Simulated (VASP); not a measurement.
Crystal: BiB.

```
B Bi
1.0
     0.00000    2.74487    2.74487
     2.74487    0.00000    2.74487
     2.74487    2.74487    0.00000
B Bi
1 1
Direct
  0.00000 0.00000 0.00000
  0.25000 0.25000 0.25000
```

Program: VASP 6.6.1. Alike in all runs: task single point; potentials or basis VASP PAW PBE potentials, release 64 (B, Bi_d); no spin polarisation; cell as given; cutoff (eV) 520; smearing gaussian 0.01 eV.

Order these runs on this cell by their band gap on the k mesh, lowest first.
A. level PBEsol; k mesh 2 × 2 × 2
B. level PBE-based screened hybrid with 75 % exact exchange; k mesh 4 × 4 × 4; grid for exact exchange (PRECFOCK) Normal; share of exact exchange 0.75; screening parameter 0.3 1/Å
C. level PBE-based screened hybrid with 40 % exact exchange; k mesh 4 × 4 × 4; grid for exact exchange (PRECFOCK) Normal; share of exact exchange 0.4; screening parameter 0.3 1/Å
D. level PBE-based global hybrid with 35 % exact exchange; k mesh 4 × 4 × 4; grid for exact exchange (PRECFOCK) Normal; share of exact exchange 0.35

A (0.32 eV), C (1.12 eV), B (1.85 eV), D (2.28 eV).

Caveats: all runs use coarse meshes; spin-orbit coupling is left out, which moves the levels of the heavy elements.

A k mesh can miss the band edges.
